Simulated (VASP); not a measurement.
# Be in VASP: notebook

The runs below take Be through single point, relaxation of cell and atoms, with PBE, LDA, revPBE.

Program: VASP 6.6.1. These are calculated values, not measurements. Logs are shortened: lines on timing, memory, paths and dates and some standing lists are left out, and cuts for length are marked.

### Step 1. The cell of the first run

The structure is hexagonal, space group P6_3/mmc (No. 194). Conventional cell: a = 2.285 Å, b = 2.285 Å, c = 3.584 Å, α = 90.00°, β = 90.00°, γ = 120.00°. Be (site symmetry -6m2) has 12 Be at 2.23 to 2.29 Å within 2.9 Å.

### Step 2. Single point, PBE

INCAR reads:

```
ALGO = Normal
EDIFF = 1E-6
ENCUT = 520
GGA = PE
ISIF = 2
ISMEAR = 0
LASPH = T
LCHARG = F
LREAL = F
LWAVE = F
NBANDS = 9
NELM = 100
PREC = Accurate
SIGMA = 0.1
```

KPOINTS reads:

```
k-points
0
Gamma
  13 13 8
```

POSCAR reads:

```
Be
1.0
    2.2853000000      0.0000000000      0.0000000000
   -1.1426500000      1.9791278553      0.0000000000
    0.0000000000      0.0000000000      3.5842000000
Be
2
Direct
    0.6666666667      0.3333333333      0.7500000000
    0.3333333333      0.6666666667      0.2500000000
```

Potentials or basis: VASP PAW PBE potentials, release 64 (Be).

Started as:

```console
$ cat potpaw_PBE.64/Be/POTCAR > POTCAR
$ mpirun -np 1 vasp_std > vasp.out
```

OUTCAR:

```text
EDIFF = 1E-6
   ENCUT = 520
   GGA = PE
   ISIF = 2
   ISMEAR = 0
   LASPH = T
   LREAL = F
   NELM = 100
   PREC = Accurate

 ion  position               nearest neighbor table
   1  0.667  0.333  0.750-   2 2.23   2 2.23   2 2.23   2 2.23   2 2.23   2 2.23
   2  0.333  0.667  0.250-   1 2.23   1 2.23   1 2.23   1 2.23   1 2.23   1 2.23

  LATTYP: Found a hexagonal cell.
 ALAT       =     2.2853000000
 C/A-ratio  =     1.5683717674

  Lattice vectors:

 A1 = (   2.2853000000,   0.0000000000,   0.0000000000)
 A2 = (  -1.1426500000,   1.9791278553,   0.0000000000)
 A3 = (   0.0000000000,   0.0000000000,   3.5842000000)

Analysis of symmetry for initial positions (statically):
=====================================================================
 Subroutine PRICEL returns:
 Original cell was already a primitive cell.

 Routine SETGRP: Setting up the symmetry group for a
 hexagonal supercell.

 Subroutine GETGRP returns: Found 24 space group operations
 (whereof 12 operations were pure point group operations)
 out of a pool of 24 trial point group operations.

The static configuration has the point symmetry D_3d.
 The point group associated with its full space group is D_6h.

Analysis of symmetry for dynamics (positions and initial velocities):
=====================================================================
 Subroutine PRICEL returns:
 Original cell was already a primitive cell.

 Routine SETGRP: Setting up the symmetry group for a
 hexagonal supercell.

 Subroutine GETGRP returns: Found 24 space group operations
 (whereof 12 operations were pure point group operations)
 out of a pool of 24 trial point group operations.

The dynamic configuration has the point symmetry D_3d.
 The point group associated with its full space group is D_6h.

 Subroutine INISYM returns: Found 24 space group operations
 (whereof 12 operations are pure point group operations),
 and found     1 'primitive' translations

----------------------------------------------------------------------------------------

                                     Primitive cell

  volume of cell :      16.2110

  direct lattice vectors                    reciprocal lattice vectors
     2.285300000  0.000000000  0.000000000     0.437579311  0.252636533  0.000000000
    -1.142650000  1.979127855  0.000000000     0.000000000  0.505273066  0.000000000
     0.000000000  0.000000000  3.584200000     0.000000000  0.000000000  0.279002288

  length of vectors
     2.285300000  2.285300000  3.584200000     0.505273066  0.505273066  0.279002288

  position of ions in fractional coordinates (direct lattice)
     0.666666667  0.333333333  0.750000000
     0.333333333  0.666666667  0.250000000

  ion indices of the primitive-cell ions
   primitive index   ion index
                 1           1
                 2           2

----------------------------------------------------------------------------------------

 KPOINTS: k-points

Automatic generation of k-mesh.
 Grid dimensions read from file:
 generate k-points for:   13   13    8

 Generating k-lattice:

  Cartesian coordinates                     Fractional coordinates (reciprocal lattice)
     0.033659947  0.019433579  0.000000000     0.076923077  0.000000000  0.000000000
     0.000000000  0.038867159  0.000000000     0.000000000  0.076923077  0.000000000
     0.000000000  0.000000000  0.034875286     0.000000000  0.000000000  0.125000000

  Length of vectors
     0.038867159  0.038867159  0.034875286

  Shift w.r.t. Gamma in fractional coordinates (k-lattice)
     0.000000000  0.000000000  0.000000000

 Subroutine IBZKPT returns following result:
 ===========================================

 Found    105 irreducible k-points:

 Following reciprocal coordinates:
            Coordinates               Weight
  0.000000  0.000000  0.000000      1.000000
  0.076923  0.000000  0.000000      6.000000
  0.153846  0.000000  0.000000      6.000000
  0.230769  0.000000  0.000000      6.000000
  0.307692  0.000000  0.000000      6.000000
  0.384615  0.000000  0.000000      6.000000
[... 16 lines left out ...]
  0.076923  0.000000  0.125000     12.000000
  0.153846  0.000000  0.125000     12.000000
 [... further k-points ...]
   k-points           NKPTS =    105   k-points in BZ     NKDIM =    105   number of bands    NBANDS=      9
   number of dos      NEDOS =    301   number of ions     NIONS =      2
   total plane-waves  NPLWV =   9072
   dimension x,y,z NGX =    18 NGY =   18 NGZ =   28
   dimension x,y,z NGXF=    36 NGYF=   36 NGZF=   56
   ions per type =               2
   NGX,Y,Z   is equivalent  to a cutoff of  13.09, 13.09, 12.99 a.u.
   NGXF,Y,Z  is equivalent  to a cutoff of  26.19, 26.19, 25.97 a.u.
 SYSTEM =  unknown system
   PREC   = accura    normal or accurate (medium, high low for compatibility)
   ISTART =      0    job   : 0-new  1-cont  2-samecut
   ICHARG =      2    charge: 1-file 2-atom 10-const
   ISPIN  =      1    spin polarized calculation?
   LNONCOLLINEAR =      F non collinear calculations
   LSORBIT =      F    spin-orbit coupling
   LASPH  =      T    aspherical Exc in radial PAW
   ENCUT  =  520.0 eV  38.22 Ry    6.18 a.u.   4.25  4.25  6.66*2*pi/ulx,y,z
   NELM   =    100;   NELMIN=  2; NELMDL= -5     # of ELM steps
   EDIFF  = 0.1E-05   stopping-criterion for ELM
   LREAL  =      F    real-space projection
[... 7 lines left out ...]
   TEBEG  =    0.0;   TEEND  =   0.0 temperature during run
   PSTRESS=    0.0 pullay stress
   NELECT =       4.0000    total number of electrons
   NUPDOWN=      -1.0000    fix difference up-down
   EMIN   =  10.00;   EMAX   =-10.00  energy-range for DOS
   EFERMI =   0.00;   METHOD = LEGACY
   ISMEAR =     0;   SIGMA  =   0.10  broadening in eV -4-tet -1-fermi 0-gaus
   EFERMI_NEDOS =   21; number of points for ismear=-14 and -15
   IALGO  =     38    algorithm
   IMIX   =      4    mixing-type and parameters
     AMIX     =   0.40;   BMIX     =  1.00
     AMIX_MAG =   1.60;   BMIX_MAG =  1.00
  volume/ion in A,a.u.               =       8.11        54.70
  Fermi-wavevector in a.u.,A,eV,Ry     =   1.026814  1.940397 14.345258  1.054347
  Thomas-Fermi vector in A             =   2.160726
   LORBIT       =      0    0 simple, 1 ext, 2 COOP (PROOUT), +10 PAW based schemes
   GGA     = PE    functional components
   LHFCALC =     F    Hartree Fock is set to
   AEXX    =    0.0000 exact exchange contribution
   IVDW    =     0    specifies the selected vdW correction
   LEPSILON=     F    determine dielectric tensor
   LRPA    =     F    only Hartree local field effects (RPA)
 non-spin polarized calculation
 Gauss-broadening in eV      SIGMA  =   0.10
  energy-cutoff  :      520.00
  volume of cell :       16.21
 maximum number of plane-waves:       454
 NGX is ok and might be reduce to    18
   NGX =  9   NGY =  9   NGZ = 13

 number of electron       4.0000000 magnetization

 Free energy of the ion-electron system (eV)
  ---------------------------------------------------
  ext. energy  EPLUGINS =         0.00000000
  ---------------------------------------------------
  free energy    TOTEN  =        -7.52827467 eV

  energy without entropy =       -7.52762240  energy(sigma->0) =       -7.52794854

 E-fermi :   6.6751     XC(G=0): -10.5238

 val. band max:        6.6085393506   @ k =   0.2308   0.1538   0.0000
 cond. band min:       6.7423037357   @ k =   0.3077   0.1538   0.0000
 fundamental gap:      0.1337643851
 Fermi energy:         6.6750658516

 k-point     1 :       0.0000    0.0000    0.0000
  band No.  band energies     occupation
      1      -4.3916      2.00000
      2       2.5065      2.00000
      3       7.9195      0.00000
      4      22.4291      0.00000
      5      22.4291      0.00000
      6      25.2480      0.00000
      7      25.2480      0.00000
      8      27.4104      0.00000
      9      33.4664      0.00000

 k-point     2 :       0.0769    0.0000    0.0000
  band No.  band energies     occupation
      1      -4.2234      2.00000
      2       2.7250      2.00000
      3       7.9716      0.00000
      4      21.1136      0.00000
      5      21.4950      0.00000
      6      25.2472      0.00000
      7      25.6899      0.00000
      8      27.0733      0.00000
      9      31.2343      0.00000

 k-point     3 :       0.1538    0.0000    0.0000
  band No.  band energies     occupation
      1      -3.7183      2.00000
      2       3.3791      2.00000
      3       8.1023      0.00000
      4      18.2894      0.00000
      5      19.9033      0.00000
      6      25.0105      0.00000
      7      25.7646      0.00000
      8      25.7906      0.00000
      9      28.2653      0.00000

 k-point     4 :       0.2308    0.0000    0.0000
  band No.  band energies     occupation
      1      -2.8763      2.00000
      2       4.4639      2.00000
      3       8.1739      0.00000
      4      15.3482      0.00000
      5      18.4277      0.00000
      6      23.2292      0.00000
      7      23.6255      0.00000
      8      25.1745      0.00000
      9      26.4006      0.00000
[... 205 lines left out ...]
 k-point    22 :       0.0000    0.0000    0.1250
  band No.  band energies     occupation
      1      -4.2566      2.00000
      2       1.7592      2.00000
      3       8.9783      0.00000
      4      22.5505      0.00000
      5      22.5505      0.00000
      6      25.2028      0.00000
      7      25.2028      0.00000
      8      26.4328      0.00000
      9      34.1901      0.00000

 k-point    23 :       0.0769    0.0000    0.1250
  band No.  band energies     occupation
      1      -4.0883      2.00000
      2       1.9595      2.00000
      3       9.0467      0.00000
      4      21.2434      0.00000
      5      21.6317      0.00000
      6      25.0688      0.00000
      7      25.5356      0.00000
      8      26.2941      0.00000
      9      31.1961      0.00000

 k-point    24 :       0.1538    0.0000    0.1250
  band No.  band energies     occupation
      1      -3.5829      2.00000
      2       2.5544      2.00000
      3       9.2284      0.00000
      4      18.4171      0.00000
      5      20.0547      0.00000
      6      24.4642      0.00000
      7      25.3006      0.00000
      8      25.4053      0.00000
      9      28.5091      0.00000

 [... further k-points ...]
[... 5 lines left out ...]
  --------------------------------------------------------------------------------------
  -------------------------------------------------------------------------------------
  Total       -0.2377515     -0.2377515     -0.3356543      0.0000000      0.0000000      0.0000000
  in kB      -23.4976575    -23.4976575    -33.1736699      0.0000000      0.0000000      0.0000000
  external PRESSURE =     -26.7229949 kB  Pullay stress =       0.0000000 kB

 VOLUME and BASIS-vectors are now :
 -----------------------------------------------------------------------------
  energy-cutoff  :      520.00
  volume of cell :       16.21
      direct lattice vectors                 reciprocal lattice vectors
     2.285300000  0.000000000  0.000000000     0.437579311  0.252636533  0.000000000
    -1.142650000  1.979127855  0.000000000     0.000000000  0.505273066  0.000000000
     0.000000000  0.000000000  3.584200000     0.000000000  0.000000000  0.279002288

 POSITION                                       TOTAL-FORCE (eV/Angst)
 -----------------------------------------------------------------------------------
      1.14265      0.65971      2.68815         0.000000     -0.000000      0.000000
     -0.00000      1.31942      0.89605        -0.000000      0.000000      0.000000
 -----------------------------------------------------------------------------------
    total drift:                                0.000000     -0.000000      0.000000

  FREE ENERGIE OF THE ION-ELECTRON SYSTEM (eV)
  ---------------------------------------------------
  free  energy   TOTEN  =        -7.5282746685 eV

  energy  without entropy=       -7.5276224015  energy(sigma->0) =       -7.52794854
```

Run time: 6.1 s. Hardware: 1 thread of Intel Xeon Platinum 8488C (Sapphire Rapids), shared host; peak memory 0.13 GiB.

Results:

```yaml
Free_energy: -7.5283 eV
Pressure: -2.7 GPa
Band_gap_on_the_k_mesh: zero (bands 2 and 3 overlap by 1.62 eV)
```

Stress tensor (GPa, compression positive):
```
-2.35  0.00  0.00
 0.00 -2.35  0.00
 0.00  0.00 -3.32
```

### Step 3. Single point, LDA

INCAR reads:

```
  PREC = Accurate
  ENCUT = 520
  EDIFF = 1E-7
  ISMEAR = 0
  SIGMA = 0.05
  LREAL = False
  LASPH = True
  NELM = 60
  ALGO = Normal
  ISIF = 2
  LWAVE = False
  LCHARG = False
  NBANDS = 9
```

KPOINTS reads:

```
Automatic mesh
0
Gamma
  13 13 8
```

POSCAR is that of step 2.

Potentials or basis: VASP PAW LDA potentials, release 64 (Be).

Started as:

```console
$ cat potpaw_LDA.64/Be/POTCAR > POTCAR
$ mpirun -np 1 vasp_std > vasp.out
```

OUTCAR:

```text
PREC = Accurate
   ENCUT = 520
   EDIFF = 1E-7
   ISMEAR = 0
   LREAL = False
   LASPH = True
   NELM = 60
   ISIF = 2

 ion  position               nearest neighbor table
   1  0.667  0.333  0.750-   2 2.23   2 2.23   2 2.23   2 2.23   2 2.23   2 2.23
   2  0.333  0.667  0.250-   1 2.23   1 2.23   1 2.23   1 2.23   1 2.23   1 2.23

  LATTYP: Found a hexagonal cell.
 ALAT       =     2.2853000000
 C/A-ratio  =     1.5683717674

  Lattice vectors:

 A1 = (   2.2853000000,   0.0000000000,   0.0000000000)
 A2 = (  -1.1426500000,   1.9791278553,   0.0000000000)
[... 469 lines left out ...]
      6      23.9747      0.00000
      7      24.7938      0.00000
      8      24.8322      0.00000
      9      28.3006      0.00000

 [... further k-points ...]
[... 5 lines left out ...]
  --------------------------------------------------------------------------------------
  -------------------------------------------------------------------------------------
  Total       -0.7680019     -0.7680019     -0.8470518      0.0000000      0.0000000      0.0000000
  in kB      -75.9038081    -75.9038081    -83.7165394      0.0000000      0.0000000      0.0000000
  external PRESSURE =     -78.5080518 kB  Pullay stress =       0.0000000 kB

 VOLUME and BASIS-vectors are now :
 -----------------------------------------------------------------------------
  energy-cutoff  :      520.00
  volume of cell :       16.21
      direct lattice vectors                 reciprocal lattice vectors
     2.285300000  0.000000000  0.000000000     0.437579311  0.252636533  0.000000000
    -1.142650000  1.979127855  0.000000000     0.000000000  0.505273066  0.000000000
     0.000000000  0.000000000  3.584200000     0.000000000  0.000000000  0.279002288

 POSITION                                       TOTAL-FORCE (eV/Angst)
 -----------------------------------------------------------------------------------
      1.14265      0.65971      2.68815         0.000000      0.000000      0.000000
     -0.00000      1.31942      0.89605        -0.000000     -0.000000      0.000000
 -----------------------------------------------------------------------------------
    total drift:                                0.000000     -0.000000      0.000000

  FREE ENERGIE OF THE ION-ELECTRON SYSTEM (eV)
  ---------------------------------------------------
  free  energy   TOTEN  =        -8.3894089196 eV

  energy  without entropy=       -8.3893393861  energy(sigma->0) =       -8.38937415
```

OSZICAR:

```text
N       E                     dE             d eps       ncg     rms          rms(c)
DAV:   1    -0.424213019054E+01   -0.42421E+01   -0.18072E+03  1914   0.363E+02
DAV:   2    -0.837471046777E+01   -0.41326E+01   -0.40637E+01  2829   0.459E+01
DAV:   3    -0.843452949404E+01   -0.59819E-01   -0.56731E-01  2094   0.357E+00
DAV:   4    -0.843461473140E+01   -0.85237E-04   -0.85236E-04  2294   0.111E-01
DAV:   5    -0.843461473889E+01   -0.74989E-08   -0.73727E-08  2027   0.131E-03    0.120E+00
DAV:   6    -0.840389932652E+01    0.30715E-01   -0.20696E-03  2148   0.276E-01    0.722E-01
DAV:   7    -0.838941698932E+01    0.14482E-01   -0.35825E-03  2251   0.354E-01    0.172E-02
DAV:   8    -0.838940977378E+01    0.72155E-05   -0.11297E-05  2056   0.265E-02    0.489E-03
DAV:   9    -0.838940892624E+01    0.84754E-06   -0.44713E-07  2209   0.511E-03    0.471E-04
DAV:  10    -0.838940891959E+01    0.66453E-08   -0.13878E-09  1204   0.297E-04
   1 F= -.83894089E+01 E0= -.83893742E+01  d E =-.695335E-04
```

stdout:

```text
POSCAR found type information on POSCAR Be
 POSCAR found :  1 types and       2 ions
 scaLAPACK will be used
 LDA part: xc-table for (Slater(with rela. corr.)+CA(PZ))
 , standard interpolation
 POSCAR, INCAR and KPOINTS ok, starting setup
 FFT: planning ... GRIDC
 FFT: planning ... GRID_SOFT
 FFT: planning ... GRID
 WAVECAR not read
 entering main loop
```

Wall time 6.2 s (1 thread of Intel Xeon Platinum 8488C (Sapphire Rapids), shared host); peak memory 0.12 GiB.

Results:

```yaml
Free_energy: -8.3894 eV
Pressure: -7.9 GPa
Band_gap_on_the_k_mesh: zero (bands 2 and 3 overlap by 1.59 eV)
```

Caveat: the cell stands under tension.

(Part 1 of 2 ends here.)

The gap in the log of VASP goes by the Fermi energy; the results here count the filled bands.